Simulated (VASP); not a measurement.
Write the native input for VASP 6.6.1 that does the following.

- Task: single point
- Functional: LDA
- Potentials or basis: VASP PAW LDA potentials, release 64 (Pt, Ti_sv)
- Cutoff: 520 eV
- k mesh: 7 × 7 × 7
- Occupations: fermi-dirac, width 0.05 eV
- Spin: no spin polarisation
- Dipole correction: no
- Further INCAR settings: ALGO = Fast; EDIFF = 1e-07; NBANDS = 29

The structure of TiPt3 lies in POSCAR:

```
TiPt3
1.0
    3.8708448495      0.0000000000      0.0000000000
    0.0000000000      3.8708448495      0.0000000000
    0.0000000000      0.0000000000      3.8708448495
Pt Ti
3 1
Direct
    0.5000000000      0.5000000000      0.0000000000
    0.5000000000      0.0000000000      0.5000000000
    0.0000000000      0.5000000000      0.5000000000
    0.0000000000      0.0000000000      0.0000000000
```

This cell differs from its parent crystal: volume scaled by 0.98.

These files were run (other wordings do the same):

INCAR

```
SYSTEM = TiPt3
PREC = Accurate ; ENCUT = 520
EDIFF = 1E-7 ; ISMEAR = -1
SIGMA = 0.05 ; LREAL = .False.
LASPH = .True. ; NELM = 100
ALGO = Fast ; ISIF = 2
LWAVE = .False. ; LCHARG = .True.
GGA = CA ; LELF = .True.
LVHAR = .True. ; NBANDS = 29
```

KPOINTS

```
regular mesh
0
Gamma
  7 7 7
  0 0 0
```

Potentials or basis: VASP PAW LDA potentials, release 64 (Pt, Ti_sv).

The run is started by

```bash
$ cat potpaw_LDA.64/Pt/POTCAR potpaw_LDA.64/Ti_sv/POTCAR > POTCAR
$ mpirun -np 1 vasp_std > vasp.out
```

It gave:

| Item | Value |
| --- | --- |
| Pressure | 1.2 GPa |
| Band gap on the k mesh | zero (band 21 reaches 13.52 eV, above the bottom of band 22 at 11.95 eV) |

Caveat: spin-orbit coupling is left out, which moves the levels of the heavy elements.

Wall time 84 s on 1 thread of Intel(R) Xeon(R) Platinum 8488C (Sapphire Rapids) (shared host), peak memory 0.16 GiB.
